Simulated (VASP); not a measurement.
# MgS (Fm-3m) in VASP: further runs, part 2 of 2

VASP 6.6.1.

## Step 3: Single point, PBEsol

File INCAR:

```
SYSTEM = MgS
ALGO     = Normal         ! electronic algorithm
EDIFF    = 1E-7           ! SCF threshold, eV
ENCUT    = 520            ! plane-wave cutoff, eV
GGA      = PS             ! functional
ISIF     = 2              ! what is computed and relaxed
ISMEAR   = -1             ! smearing method
LASPH    = .TRUE.         ! aspherical terms in the spheres
LCHARG   = .FALSE.        ! write CHGCAR
LREAL    = .FALSE.        ! projectors in reciprocal space
LWAVE    = .FALSE.        ! write WAVECAR
NBANDS   = 11             ! bands
NELM     = 80             ! most SCF steps
PREC     = Accurate       ! precision mode
SIGMA    = 0.08           ! smearing width, eV
```

File KPOINTS:

```
k-points
0
G
  16 16 16
  0 0 0
```

File POSCAR:

```
MgS
1.0
    0.0000000000      2.5909606437      2.5909606437
    2.5909606437      0.0000000000      2.5909606437
    2.5909606437      2.5909606437      0.0000000000
Mg S
1 1
Direct
    0.0000000000      0.0000000000      0.0000000000
    0.5000000000      0.5000000000      0.5000000000
```

Potentials or basis: VASP PAW PBE potentials, release 64 (Mg, S).

The run is started by

```
> cat potpaw_PBE.64/Mg/POTCAR potpaw_PBE.64/S/POTCAR > POTCAR
> mpirun -np 1 vasp_std > vasp.out
```

Run time: 24 s. Hardware: 1 thread of AMD EPYC 9R45 (Zen 5), shared host; peak memory 0.17 GiB.

It converged, with:

| Property | Result |
| --- | --- |
| Free energy | -9.0753 eV |
| Pressure | -0.2 GPa |
| Band gap on the k mesh | 2.73 eV, indirect (least direct gap 3.69 eV) |

Levels at points of the mesh, in eV from the valence-band top:
```
           k point  band 1  band 2  band 3  band 4  band 5  band 6  band 7  band 8  band 9
(0.00, 0.00, 0.00)  -12.75    0.00    0.00    0.00    3.69    7.85    7.85    7.85   10.33
(0.50, 0.00, 0.00)  -11.40   -4.96   -0.61   -0.61    4.42    6.84    6.84   10.20   12.04
(0.50, 0.50, 0.00)  -11.01   -4.33   -1.74   -1.74    2.73    4.21   11.99   12.86   13.39
```

Caveat: the PAW data sets were made with another functional, which shifts forces and pressure a little.

## Step 4: Relaxation of cell and atoms, PBEsol

This run uses another cell than the first one, of 17.61 Å³/atom, 1.012 times its volume.

File INCAR:

```
  PREC = Accurate
  ENCUT = 600
  EDIFF = 1E-6
  ISMEAR = -1
  SIGMA = 0.08
  LREAL = False
  LASPH = True
  NELM = 60
  ALGO = Normal
  ISIF = 3
  LWAVE = False
  LCHARG = False
  GGA = PS
  IBRION = 2
  NSW = 100
  EDIFFG = -0.002
```

File KPOINTS:

```
regular mesh
0
Gamma
  16 16 16
```

File POSCAR:

```
MgS
1.0
    0.0000000000      2.6016500000      2.6016500000
    2.6016500000      0.0000000000      2.6016500000
    2.6016500000      2.6016500000      0.0000000000
Mg S
1 1
Direct
    0.0000000000      0.0000000000      0.0000000000
    0.5000000000      0.5000000000      0.5000000000
```

Potentials or basis: VASP PAW PBE potentials, release 64 (Mg, S).

The run is started by

```
> cat potpaw_PBE.64/Mg/POTCAR potpaw_PBE.64/S/POTCAR > POTCAR
> mpirun -np 1 vasp_std > vasp.out
```

OUTCAR:

```text
PREC = Accurate
   ENCUT = 600
   EDIFF = 1E-6
   ISMEAR = -1
   LREAL = False
   LASPH = True
   NELM = 60
   ISIF = 3
   GGA = PS
   IBRION = 2
   NSW = 100
   EDIFFG = -0.002

 ion  position               nearest neighbor table
   1  0.000  0.000  0.000-   2 2.60   2 2.60   2 2.60   2 2.60   2 2.60   2 2.60
   2  0.500  0.500  0.500-   1 2.60   1 2.60   1 2.60   1 2.60   1 2.60   1 2.60

  LATTYP: Found a face centered cubic cell.
 ALAT       =     5.2033000000

  Lattice vectors:

 A1 = (   0.0000000000,   2.6016500000,   2.6016500000)
 A2 = (   2.6016500000,   0.0000000000,   2.6016500000)
 A3 = (   2.6016500000,   2.6016500000,   0.0000000000)

Analysis of symmetry for initial positions (statically):
=====================================================================
 Subroutine PRICEL returns:
 Original cell was already a primitive cell.

 Routine SETGRP: Setting up the symmetry group for a
 face centered cubic supercell.

 Subroutine GETGRP returns: Found 48 space group operations
 (whereof 48 operations were pure point group operations)
 out of a pool of 48 trial point group operations.

The static configuration has the point symmetry O_h .

Analysis of symmetry for dynamics (positions and initial velocities):
=====================================================================
 Subroutine PRICEL returns:
 Original cell was already a primitive cell.

 Routine SETGRP: Setting up the symmetry group for a
 face centered cubic supercell.

 Subroutine GETGRP returns: Found 48 space group operations
 (whereof 48 operations were pure point group operations)
 out of a pool of 48 trial point group operations.

The dynamic configuration has the point symmetry O_h .

 Subroutine INISYM returns: Found 48 space group operations
 (whereof 48 operations are pure point group operations),
 and found     1 'primitive' translations

[... 129 lines left out ...]
 maximum number of plane-waves:      1211
 NGX is ok and might be reduce to    30
   NGX = 15   NGY = 15   NGZ = 15

--------------------------------------- Ionic step        1  -------------------------------------------

 number of electron       7.9999999 magnetization

 Free energy of the ion-electron system (eV)
  ---------------------------------------------------
  ext. energy  EPLUGINS =         0.00000000
  ---------------------------------------------------
  free energy    TOTEN  =        -9.07404356 eV

  energy without entropy =       -9.07404356  energy(sigma->0) =       -9.07404356

------------------------ aborting loop because EDIFF is reached ----------------------------------------

  FORCE on cell =-STRESS in cart. coord.  units (eV):
  Direction    XX          YY          ZZ          XY          YZ          ZX
  --------------------------------------------------------------------------------------
  -------------------------------------------------------------------------------------
  Total       -0.2454558     -0.2454558     -0.2454558      0.0000000      0.0000000      0.0000000
  in kB      -11.1662466    -11.1662466    -11.1662466      0.0000000      0.0000000      0.0000000
  external PRESSURE =     -11.1662466 kB  Pullay stress =       0.0000000 kB
[... 59 lines left out ...]
--------------------------------------- Ionic step        3  -------------------------------------------

 number of electron       8.0000000 magnetization

 Free energy of the ion-electron system (eV)
  ---------------------------------------------------
  ext. energy  EPLUGINS =         0.00000000
  ---------------------------------------------------
  free energy    TOTEN  =        -9.07583475 eV

  energy without entropy =       -9.07583475  energy(sigma->0) =       -9.07583475

 E-fermi :   5.2624     XC(G=0):  -9.8967

 val. band max:        3.8056346043   @ k =   0.0000   0.0000   0.0000
 cond. band min:       6.5397782620   @ k =   0.5000   0.5000   0.0000
 fundamental gap:      2.7341436577
 Fermi energy:         5.2624082166

 k-point     1 :       0.0000    0.0000    0.0000
  band No.  band energies     occupation
      1      -8.9617      2.00000
      2       3.8056      2.00000
      3       3.8056      2.00000
      4       3.8056      2.00000
      5       7.5128      0.00000
      6      11.6503      0.00000
      7      11.6503      0.00000
      8      11.6503      0.00000
[... 243 lines left out ...]
 k-point    24 :      -0.0625    0.0625    0.0000
  band No.  band energies     occupation
      1      -8.8567      2.00000
      2       3.0885      2.00000
      3       3.6142      2.00000
      4       3.7836      2.00000
      5       8.1457      0.00000
      6      11.2903      0.00000
      7      11.8164      0.00000
      8      11.9654      0.00000

 [... further k-points ...]

------------------------ aborting loop because EDIFF is reached ----------------------------------------

  FORCE on cell =-STRESS in cart. coord.  units (eV):
  Direction    XX          YY          ZZ          XY          YZ          ZX
  --------------------------------------------------------------------------------------
  -------------------------------------------------------------------------------------
  Total        0.0008656      0.0008656      0.0008656      0.0000000      0.0000000      0.0000000
  in kB        0.0399535      0.0399535      0.0399535      0.0000000      0.0000000      0.0000000
  external PRESSURE =       0.0399535 kB  Pullay stress =       0.0000000 kB
[... 17 lines left out ...]
  FREE ENERGIE OF THE ION-ELECTRON SYSTEM (eV)
  ---------------------------------------------------
  free  energy   TOTEN  =        -9.0758347477 eV

  energy  without entropy=       -9.0758347464  energy(sigma->0) =       -9.07583475

 reached required accuracy - stopping structural energy minimisation
```

CONTCAR:

```text
MgS
   1.00000000000000
     0.0000000000000000    2.5891029890510131    2.5891029890510131
     2.5891029890510131    0.0000000000000000    2.5891029890510131
     2.5891029890510131    2.5891029890510131   -0.0000000000000000
  Mg              S
     1     1
Direct
     0.0000000000000000    0.0000000000000000    0.0000000000000000
     0.5000000000000000    0.5000000000000000    0.5000000000000000

  0.00000000E+00  0.00000000E+00  0.00000000E+00
  0.00000000E+00  0.00000000E+00  0.00000000E+00
```

Wall time 40 s (1 thread of AMD EPYC 9R45 (Zen 5), shared host); peak memory 0.19 GiB.

Results:

| Item | Value |
| --- | --- |
| Free energy | -9.0758 eV |
| Relaxed volume | 17.36 Å³/atom |
| Relaxed cell | a = 3.662 Å, b = 3.662 Å, c = 3.662 Å, α = 60.00°, β = 60.00°, γ = 60.00° |
| Space group after relaxing (to 0.05 Å) | Fm-3m (No. 225) |
| Energy gained by relaxing | 0.9 meV/atom |
| Ionic steps | 3 |
| Pressure after relaxing | 0.0 GPa |
| Band gap on the k mesh | 2.73 eV, indirect (least direct gap 3.71 eV) |

Step by step:
| step | energy change (eV) | largest force (eV/Å) | pressure (GPa) | volume (Å³) |
| --- | --- | --- | --- | --- |
| 1 | 0.0000 | 0.0000 | -1.12 | 35.22 |
| 2 | -0.0017 | 0.0000 | 0.27 | 34.60 |
| 3 | -0.0018 | 0.0000 | 0.00 | 34.71 |

Final structure:
```
Mg S
1.0
     0.00000    2.58910    2.58910
     2.58910    0.00000    2.58910
     2.58910    2.58910    0.00000
Mg S
1 1
Direct
  0.00000 0.00000 0.00000
  0.50000 0.50000 0.50000
```

Levels at points of the mesh, in eV from the valence-band top:
```csv
k point,band 1,band 2,band 3,band 4,band 5,band 6,band 7,band 8
"(0.00, 0.00, 0.00)",-12.77,0.00,0.00,0.00,3.71,7.84,7.84,7.84
"(0.50, 0.00, 0.00)",-11.40,-4.97,-0.62,-0.62,4.42,6.84,6.84,10.22
"(0.50, 0.50, 0.00)",-11.01,-4.34,-1.74,-1.74,2.73,4.20,12.01,12.86
```

Caveat: the PAW data sets were made with another functional, which shifts forces and pressure a little.

## Step 5: Summary

| task | cell | k mesh | cutoff (eV) | smearing | gap on the mesh (eV) | pressure (GPa) |
| --- | --- | --- | --- | --- | --- | --- |
| relaxation of cell and atoms | relaxed to 15 GPa from a = 3.664 Å, angles 60.0°, 2 atoms | 8 × 8 × 8 | 600 | gaussian 0.01 eV | 3.01 | 15.0 |
| single point | a = 3.664 Å, angles 60.0°, 2 atoms | 16 × 16 × 16 | 520 | fermi-dirac 0.08 eV | 2.73 | -0.2 |
| relaxation of cell and atoms | relaxed from a = 3.679 Å, angles 60.0°, 2 atoms | 16 × 16 × 16 | 600 | fermi-dirac 0.08 eV | 2.73 | 0.0 |

Alike in all rows: level PBEsol; potentials or basis VASP PAW PBE potentials, release 64 (Mg, S); no spin polarisation.

Caveats: the PAW data sets were made with another functional, which shifts forces and pressure a little; the cell is relaxed towards a set pressure, so the enthalpy falls and the energy may rise (some runs).

Total energies depend on the potentials used, so only differences within one code and one set of settings carry meaning.
